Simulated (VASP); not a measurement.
The system is AlCo.

```
CELL_PARAMETERS angstrom
2.91699 0.00000 0.00000
0.00000 2.91699 0.00000
0.00000 0.00000 2.91699
ATOMIC_POSITIONS crystal
Al 0.50000 0.50000 0.50000
Co 0.00000 0.00000 0.00000
```

| Property | Result |
| --- | --- |
| Program | VASP 6.6.1 |
| Task | relaxation of cell and atoms |
| Functional | r2SCAN |
| Potentials or basis | VASP PAW PBE potentials, release 64 (Al, Co) |
| Cutoff | 600 eV |
| k mesh | 6 × 6 × 6 |
| Occupations | gaussian, width 0.1 eV |
| Spin | collinear spin, ferromagnetic start |
| Starting moments | [0.0, 0.41] μB |

At the start: pressure -15.2 GPa; volume 12.41 Å³/atom.

Q: Where does the relaxation end?

A: Over 4 steps the energy falls by 45.6 meV/atom and the volume is 11.26 Å³/atom (-9.3 %); space group Pm-3m (No. 221, to 0.05 Å); moment 0.00 μB per cell.

The path:
| step | energy change (eV) | largest force (eV/Å) | pressure (GPa) | volume (Å³) |
| --- | --- | --- | --- | --- |
| 1 | 0.0000 | 0.0000 | -15.23 | 24.82 |
| 2 | -0.0024 | 0.0000 | 18.15 | 20.82 |
| 3 | -0.0897 | 0.0000 | -2.10 | 22.74 |
| 4 | -0.0913 | 0.0000 | 0.22 | 22.52 |

Final structure:
```xyz
2
Lattice="2.8240 0.0000 0.0000 0.0000 2.8240 0.0000 0.0000 0.0000 2.8240" Properties=species:S:1:pos:R:3 pbc="T T T"
Al    1.4120    1.4120    1.4120
Co    0.0000    0.0000    0.0000
```

Caveat: the PAW data sets were made with another functional, which shifts forces and pressure a little.
